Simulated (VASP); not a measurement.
Set up this calculation in VASP 6.6.1, as the native input.

- Task: relaxation of cell and atoms
- Functional: PBE
- Potentials or basis: VASP PAW PBE potentials, release 64 (Sr_sv, Hf_pv, O)
- Cutoff: 600 eV
- k mesh: 3 × 3 × 4
- Occupations: gaussian, width 0.1 eV
- Spin: no spin polarisation
- Dipole correction: no
- Further INCAR settings: ALGO = Normal; EDIFF = 1e-06; IBRION = 2; EDIFFG = -0.04; NSW = 90; ISIF = 3

The structure of Sr4HfO lies in POSCAR:

```
Sr4HfO
1.0
    5.8534314971      0.0000000000      0.0000000000
   -2.9267157486      5.0692203758      0.0000000000
    0.0000000000      0.0000000000      6.8465502947
Sr Hf O
4 1 1
Direct
    0.3333333333      0.6666666667      0.2555277864
    0.6666666667      0.3333333333      0.2555277864
    0.6666666667      0.3333333333      0.7444722136
    0.3333333333      0.6666666667      0.7444722136
    0.0000000000      0.0000000000      0.5000000000
    0.0000000000      0.0000000000      0.0000000000
```

The cell was built from a structure type or drawn by symmetry, and may not be a known phase.

The input as run:

INCAR

```
SYSTEM = Sr4HfO
PREC = Accurate
ENCUT = 600
EDIFF = 1E-6
ISMEAR = 0
SIGMA = 0.1
LREAL = .False.
LASPH = .True.
NELM = 60
ALGO = Normal
ISIF = 3
LWAVE = .False.
LCHARG = .False.
GGA = PE
IBRION = 2
NSW = 90
EDIFFG = -0.04
```

KPOINTS

```
Automatic mesh
0
Gamma
  3 3 4
  0 0 0
```

Potentials or basis: VASP PAW PBE potentials, release 64 (Sr_sv, Hf_pv, O).

Launch:

```bash
$ cat potpaw_PBE.64/Sr_sv/POTCAR potpaw_PBE.64/Hf_pv/POTCAR potpaw_PBE.64/O/POTCAR > POTCAR
$ mpirun -np 1 vasp_std > vasp.out
```

It gave:

The relaxed volume is 33.73 Å³/atom, the relaxed cell is a = 5.839 Å, b = 5.839 Å, c = 6.854 Å, α = 90.00°, β = 90.00°, γ = 120.00° and the space group after relaxing (to 0.1 Å) is P6/mmm (No. 191). The energy gained by relaxing is 0.2 meV/atom and the ionic steps are 2. The pressure after relaxing is 0.0 GPa and the largest force after relaxing is 0.017 eV/Å. The band gap on the k mesh is zero (bands 28 and 29 overlap by 0.28 eV).

Caveat: the k points lie up to 0.41 Å⁻¹ apart in the final cell; spin-orbit coupling is left out, which moves the levels of the heavy elements.

It took 79 s on 1 thread of Intel(R) Xeon(R) 6975P-C (Granite Rapids) (shared host), peak memory 0.41 GiB.
